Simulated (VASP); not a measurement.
# Lu (P6_3/mmc) in VASP: further runs

The runs below take Lu through single point, with LDA.

All numbers are computed with VASP 6.6.1; they aren't measurements. Logs are shortened: lines on timing, memory, paths and dates and some standing lists are left out, and cuts for length are marked.

## Step 1: The cell of the first run

It takes space group P6_3/mmc (No. 194, hexagonal). The conventional cell has a = 3.382 Å, b = 3.382 Å, c = 5.252 Å, α = 90.00°, β = 90.00°, γ = 120.00°. Within 4.3 Å of Lu (site symmetry -6m2) lie 12 Lu at 3.27 to 3.38 Å.

## Step 2: Single point, LDA

Contents of INCAR:

```
PREC = Accurate ; ENCUT = 520
EDIFF = 1E-6 ; ISMEAR = -1
SIGMA = 0.1 ; LREAL = F
LASPH = T ; NELM = 80
ALGO = Normal ; ISIF = 2
LWAVE = F ; LCHARG = T
GGA = CA ; LELF = T
LVHAR = T ; NBANDS = 32
```

Contents of KPOINTS:

```
regular mesh
0
Gamma
  11 11 7
```

Contents of POSCAR:

```
Lu
1.0
    3.3823924653      0.0000000000      0.0000000000
   -1.6911962327      2.9292378005      0.0000000000
    0.0000000000      0.0000000000      5.2524129119
Lu
2
Direct
    0.3333333333      0.6666666667      0.2500000000
    0.6666666667      0.3333333333      0.7500000000
```

Potentials or basis: VASP PAW PBE potentials, release 64 (Lu).

Started as:

```sh
$ cat potpaw_PBE.64/Lu/POTCAR > POTCAR
$ mpirun -np 1 vasp_std > vasp.out
```

OUTCAR:

```text
PREC = Accurate
   ENCUT = 520
   EDIFF = 1E-6
   ISMEAR = -1
   LREAL = F
   LASPH = T
   NELM = 80
   ISIF = 2
   GGA = CA

 ion  position               nearest neighbor table
   1  0.333  0.667  0.250-   2 3.27   2 3.27   2 3.27   2 3.27   2 3.27   2 3.27
   2  0.667  0.333  0.750-   1 3.27   1 3.27   1 3.27   1 3.27   1 3.27   1 3.27

  LATTYP: Found a hexagonal cell.
 ALAT       =     3.3823924653
 C/A-ratio  =     1.5528691498

  Lattice vectors:

 A1 = (   3.3823924653,   0.0000000000,   0.0000000000)
 A2 = (  -1.6911962327,   2.9292378005,   0.0000000000)
 A3 = (   0.0000000000,   0.0000000000,   5.2524129119)

Analysis of symmetry for initial positions (statically):
=====================================================================
 Subroutine PRICEL returns:
 Original cell was already a primitive cell.

 Routine SETGRP: Setting up the symmetry group for a
 hexagonal supercell.

 Subroutine GETGRP returns: Found 24 space group operations
 (whereof 12 operations were pure point group operations)
 out of a pool of 24 trial point group operations.

The static configuration has the point symmetry D_3d.
 The point group associated with its full space group is D_6h.

Analysis of symmetry for dynamics (positions and initial velocities):
=====================================================================
 Subroutine PRICEL returns:
 Original cell was already a primitive cell.

 Routine SETGRP: Setting up the symmetry group for a
 hexagonal supercell.

 Subroutine GETGRP returns: Found 24 space group operations
 (whereof 12 operations were pure point group operations)
 out of a pool of 24 trial point group operations.

The dynamic configuration has the point symmetry D_3d.
 The point group associated with its full space group is D_6h.

 Subroutine INISYM returns: Found 24 space group operations
 (whereof 12 operations are pure point group operations),
 and found     1 'primitive' translations

----------------------------------------------------------------------------------------

                                     Primitive cell

  volume of cell :      52.0400

  direct lattice vectors                    reciprocal lattice vectors
     3.382392465  0.000000000  0.000000000     0.295648719  0.170692868  0.000000000
    -1.691196233  2.929237801  0.000000000     0.000000000  0.341385735  0.000000000
     0.000000000  0.000000000  5.252412912     0.000000000  0.000000000  0.190388687

  length of vectors
     3.382392465  3.382392465  5.252412912     0.341385735  0.341385735  0.190388687

  position of ions in fractional coordinates (direct lattice)
     0.333333333  0.666666667  0.250000000
     0.666666667  0.333333333  0.750000000

  ion indices of the primitive-cell ions
   primitive index   ion index
                 1           1
                 2           2

----------------------------------------------------------------------------------------

 KPOINTS: regular mesh

Automatic generation of k-mesh.
 Grid dimensions read from file:
 generate k-points for:   11   11    7

 Generating k-lattice:

  Cartesian coordinates                     Fractional coordinates (reciprocal lattice)
     0.026877156  0.015517533  0.000000000     0.090909091  0.000000000  0.000000000
     0.000000000  0.031035067  0.000000000     0.000000000  0.090909091  0.000000000
     0.000000000  0.000000000  0.027198384     0.000000000  0.000000000  0.142857143

  Length of vectors
     0.031035067  0.031035067  0.027198384

  Shift w.r.t. Gamma in fractional coordinates (k-lattice)
     0.000000000  0.000000000  0.000000000

 Subroutine IBZKPT returns following result:
 ===========================================

 Found     64 irreducible k-points:

 Following reciprocal coordinates:
            Coordinates               Weight
  0.000000  0.000000  0.000000      1.000000
  0.090909  0.000000  0.000000      6.000000
  0.181818  0.000000  0.000000      6.000000
  0.272727  0.000000  0.000000      6.000000
  0.363636  0.000000  0.000000      6.000000
  0.454545  0.000000  0.000000      6.000000
[... 16 lines left out ...]
  0.090909  0.090909  0.142857     12.000000
  0.181818  0.090909  0.142857     24.000000
 [... further k-points ...]
   k-points           NKPTS =     64   k-points in BZ     NKDIM =     64   number of bands    NBANDS=     32
   number of dos      NEDOS =    301   number of ions     NIONS =      2
   total plane-waves  NPLWV =  31360
   dimension x,y,z NGX =    28 NGY =   28 NGZ =   40
   dimension x,y,z NGXF=    56 NGYF=   56 NGZF=   80
   ions per type =               2
   NGX,Y,Z   is equivalent  to a cutoff of  13.76, 13.76, 12.66 a.u.
   NGXF,Y,Z  is equivalent  to a cutoff of  27.52, 27.52, 25.32 a.u.
 SYSTEM =  unknown system
   PREC   = accura    normal or accurate (medium, high low for compatibility)
   ISTART =      0    job   : 0-new  1-cont  2-samecut
   ICHARG =      2    charge: 1-file 2-atom 10-const
   ISPIN  =      1    spin polarized calculation?
   LNONCOLLINEAR =      F non collinear calculations
   LSORBIT =      F    spin-orbit coupling
   LASPH  =      T    aspherical Exc in radial PAW
   ENCUT  =  520.0 eV  38.22 Ry    6.18 a.u.   6.29  6.29  9.77*2*pi/ulx,y,z
   NELM   =     80;   NELMIN=  2; NELMDL= -5     # of ELM steps
   EDIFF  = 0.1E-05   stopping-criterion for ELM
   LREAL  =      F    real-space projection
   EDIFFG = 0.1E-04   stopping-criterion for IOM
   NSW    =      0    number of steps for IOM
   IBRION =     -1    ionic relax: 0-MD 1-quasi-New 2-CG
   NFREE  =      0    steps in history (QN), initial steepest desc. (CG)
   ISIF   =      2    stress and relaxation
   ISYM   =      2    0-nonsym 1-usesym 2-fastsym
   POTIM  = 0.5000    time-step for ionic-motion
   TEBEG  =    0.0;   TEEND  =   0.0 temperature during run
   PSTRESS=    0.0 pullay stress
   NELECT =      50.0000    total number of electrons
   NUPDOWN=      -1.0000    fix difference up-down
   EMIN   =  10.00;   EMAX   =-10.00  energy-range for DOS
   EFERMI =   0.00;   METHOD = LEGACY
   ISMEAR =    -1;   SIGMA  =   0.10  broadening in eV -4-tet -1-fermi 0-gaus
   EFERMI_NEDOS =   21; number of points for ismear=-14 and -15
   IALGO  =     38    algorithm
   IMIX   =      4    mixing-type and parameters
     AMIX     =   0.40;   BMIX     =  1.00
     AMIX_MAG =   1.60;   BMIX_MAG =  1.00
  volume/ion in A,a.u.               =      26.02       175.59
  Fermi-wavevector in a.u.,A,eV,Ry     =   1.615421  3.052703 35.505551  2.609584
  Thomas-Fermi vector in A             =   2.710171
   LORBIT       =      0    0 simple, 1 ext, 2 COOP (PROOUT), +10 PAW based schemes
   GGA     = CA    functional components
   LHFCALC =     F    Hartree Fock is set to
   AEXX    =    0.0000 exact exchange contribution
   IVDW    =     0    specifies the selected vdW correction
   LEPSILON=     F    determine dielectric tensor
   LRPA    =     F    only Hartree local field effects (RPA)
 non-spin polarized calculation
  energy-cutoff  :      520.00
  volume of cell :       52.04
 maximum number of plane-waves:      1421
 NGX is ok and might be reduce to    28
   NGX = 13   NGY = 13   NGZ = 19

 number of electron      49.9999981 magnetization

 Free energy of the ion-electron system (eV)
  ---------------------------------------------------
  ext. energy  EPLUGINS =         0.00000000
  ---------------------------------------------------
  free energy    TOTEN  =       -10.43530695 eV

  energy without entropy =      -10.33648127  energy(sigma->0) =      -10.38589411

 E-fermi :   2.3568     XC(G=0): -11.5479

 val. band max:        2.3411169714   @ k =   0.3636   0.0909   0.4286
 cond. band min:       2.3789503354   @ k =   0.2727   0.2727   0.2857
 fundamental gap:      0.0378333640
 Fermi energy:         2.3567769884

 k-point     1 :       0.0000    0.0000    0.0000
  band No.  band energies     occupation
      1     -53.3142      2.00000
      2     -53.2502      2.00000
      3     -24.6185      2.00000
      4     -23.9769      2.00000
      5     -23.9769      2.00000
      6     -23.8497      2.00000
[... 24 lines left out ...]
     31       5.9022      0.00000
     32       5.9022      0.00000

 k-point     2 :       0.0909    0.0000    0.0000
  band No.  band energies     occupation
      1     -53.3108      2.00000
      2     -53.2492      2.00000
      3     -24.5990      2.00000
      4     -24.0157      2.00000
      5     -23.9904      2.00000
      6     -23.8910      2.00000
[... 24 lines left out ...]
     31       5.6084      0.00000
     32       5.6795      0.00000

 k-point     3 :       0.1818    0.0000    0.0000
  band No.  band energies     occupation
      1     -53.3017      2.00000
      2     -53.2466      2.00000
      3     -24.5433      2.00000
      4     -24.1199      2.00000
      5     -24.0253      2.00000
      6     -23.9982      2.00000
[... 24 lines left out ...]
     31       6.0441      0.00000
     32       6.1751      0.00000

 k-point     4 :       0.2727    0.0000    0.0000
  band No.  band energies     occupation
      1     -53.2889      2.00000
      2     -53.2441      2.00000
      3     -24.4608      2.00000
      4     -24.2568      2.00000
      5     -24.1316      2.00000
      6     -24.0688      2.00000
[... 24 lines left out ...]
     31       6.8114      0.00000
     32       7.0894      0.00000

 k-point     5 :       0.3636    0.0000    0.0000
  band No.  band energies     occupation
      1     -53.2758      2.00000
      2     -53.2431      2.00000
      3     -24.3825      2.00000
      4     -24.3671      2.00000
      5     -24.2481      2.00000
      6     -24.1071      2.00000
[... 584 lines left out ...]
     31       7.7723      0.00000
     32       8.0187      0.00000

 k-point    22 :       0.4545    0.0000    0.1429
  band No.  band energies     occupation
      1     -53.2655      2.00000
      2     -53.2450      2.00000
      3     -24.4949      2.00000
      4     -24.3550      2.00000
      5     -24.2304      2.00000
      6     -24.1192      2.00000
[... 24 lines left out ...]
     31       8.8799      0.00000
     32       9.0211      0.00000

 k-point    23 :       0.0909    0.0909    0.1429
  band No.  band energies     occupation
      1     -53.3018      2.00000
      2     -53.2502      2.00000
      3     -24.5326      2.00000
      4     -24.0668      2.00000
      5     -24.0325      2.00000
      6     -23.9722      2.00000
[... 24 lines left out ...]
     31       5.9116      0.00000
     32       6.3325      0.00000

 k-point    24 :       0.1818    0.0909    0.1429
  band No.  band energies     occupation
      1     -53.2912      2.00000
      2     -53.2473      2.00000
      3     -24.4793      2.00000
      4     -24.1710      2.00000
      5     -24.1306      2.00000
      6     -24.0328      2.00000
[... 24 lines left out ...]
     31       6.3513      0.00000
     32       6.9906      0.00000

 [... further k-points ...]

------------------------ aborting loop because EDIFF is reached ----------------------------------------

  FORCE on cell =-STRESS in cart. coord.  units (eV):
  Direction    XX          YY          ZZ          XY          YZ          ZX
  --------------------------------------------------------------------------------------
  -------------------------------------------------------------------------------------
  Total        0.0701094      0.0701094      0.1499892     -0.0000000      0.0000000     -0.0000000
  in kB        2.1584870      2.1584870      4.6177787     -0.0000000      0.0000000     -0.0000000
  external PRESSURE =       2.9782509 kB  Pullay stress =       0.0000000 kB

 VOLUME and BASIS-vectors are now :
 -----------------------------------------------------------------------------
  energy-cutoff  :      520.00
  volume of cell :       52.04
      direct lattice vectors                 reciprocal lattice vectors
     3.382392465  0.000000000  0.000000000     0.295648719  0.170692868  0.000000000
    -1.691196233  2.929237801  0.000000000     0.000000000  0.341385735  0.000000000
     0.000000000  0.000000000  5.252412912     0.000000000  0.000000000  0.190388687

 POSITION                                       TOTAL-FORCE (eV/Angst)
 -----------------------------------------------------------------------------------
     -0.00000      1.95283      1.31310        -0.000000      0.000000      0.000000
      1.69120      0.97641      3.93931         0.000000     -0.000000      0.000000
 -----------------------------------------------------------------------------------
    total drift:                               -0.000000      0.000000     -0.000000

  FREE ENERGIE OF THE ION-ELECTRON SYSTEM (eV)
  ---------------------------------------------------
  free  energy   TOTEN  =       -10.4353069550 eV

  energy  without entropy=      -10.3364812669  energy(sigma->0) =      -10.38589411
```

It took 1.7 min on 1 thread of Intel Xeon Platinum 8488C (Sapphire Rapids), shared host; peak memory 0.22 GiB.

Results:

| Item | Value |
| --- | --- |
| Free energy | -10.4353 eV |
| Pressure | 0.3 GPa |
| Band gap on the k mesh | zero (bands 25 and 26 overlap by 1.90 eV) |

Levels at points of the mesh, in eV from the Fermi level:
| k point | band 23 | band 24 | band 25 | band 26 | band 27 | band 28 |
| --- | --- | --- | --- | --- | --- | --- |
| (0.00, 0.00, 0.00) | -4.71 | -2.59 | 1.26 | 2.17 | 2.17 | 2.71 |

Caveat: the PAW data sets were made with another functional, which shifts forces and pressure a little; spin-orbit coupling is left out, which moves the levels of the heavy elements.

[end of part 1 of 2]

The gap in the log of VASP goes by the Fermi energy; the results here count the filled bands.